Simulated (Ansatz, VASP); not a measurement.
## Cl: VASP beside Ansatz

Contents of INCAR:

```
SYSTEM = Cl
ALGO = Normal
EDIFF = 1E-7
ENCUT = 520
GGA = PE
ISIF = 2
ISMEAR = -1
LASPH = .True.
LCHARG = .False.
LREAL = .False.
LWAVE = .False.
NBANDS = 22
NELM = 60
PREC = Accurate
SIGMA = 0.05
```

The input KPOINTS:

```
k-points
0
Gamma
  7 7 4
  0 0 0
```

POSCAR

```
Cl
1.0
    3.9912420434     -2.1764062538      0.0000000000
    3.9912420434      2.1764062538      0.0000000000
    0.0000000000      0.0000000000      8.4506696888
Cl
4
Direct
    0.8863233309      0.1136766691      0.1064141082
    0.6136766691      0.3863233309      0.6064141082
    0.1136766691      0.8863233309      0.8935858918
    0.3863233309      0.6136766691      0.3935858918
```

Input for Ansatz:

```yaml
crystal:
  lattice:
    - [3.9912420434, -2.1764062538, 0.0]
    - [3.9912420434, 2.1764062538, 0.0]
    - [0.0, 0.0, 8.4506696888]
  atoms:
    - { symbol: Cl, position: [0.8863233309, 0.1136766691, 0.1064141082] }
    - { symbol: Cl, position: [0.6136766691, 0.3863233309, 0.6064141082] }
    - { symbol: Cl, position: [0.1136766691, 0.8863233309, 0.8935858918] }
    - { symbol: Cl, position: [0.3863233309, 0.6136766691, 0.3935858918] }
hamiltonian:
  xc: pbe
  pseudopotentials:
    kind: paw
    azcp:
      Cl: "pseudopotentials/Cl.paw.azcp"
basis:
  ecutwfc: 420
  fft_grid_basis: typed
kpoints:
  mp_grid: { grid: [7, 7, 4], shift: [0, 0, 0] }
magnetization:
  spin_polarized: false
scf:
  occupations: { method: fermi_dirac, width: 0.05 }
  lower_state_search: "off"
output:
  stress: true
  write_density: true
  write_potential: true
  elf: true
  volumetric_format: npy
```

Alike in both runs: task single point; functional PBE; k mesh 7 × 7 × 4; occupations fermi-dirac, width 0.05 eV; no spin polarisation.

```csv
,VASP,Ansatz
version,VASP 6.6.1,Ansatz 0.2.0
potentials or method,"VASP PAW PBE potentials, release 64 (Cl), cutoff 520 eV","plane waves (420 eV) with PAW, scalar-relativistic"
valence electrons in the cell,28,28
```

```csv
,VASP,Ansatz,Ansatz less VASP
gap on the k mesh at the Fermi level (eV),2.21,2.17,-0.043
pressure (GPa),-1.1,-0.8,+0.25
"traceless stress, the component that is largest in VASP (GPa)",-1.25,-0.97,+0.281
```
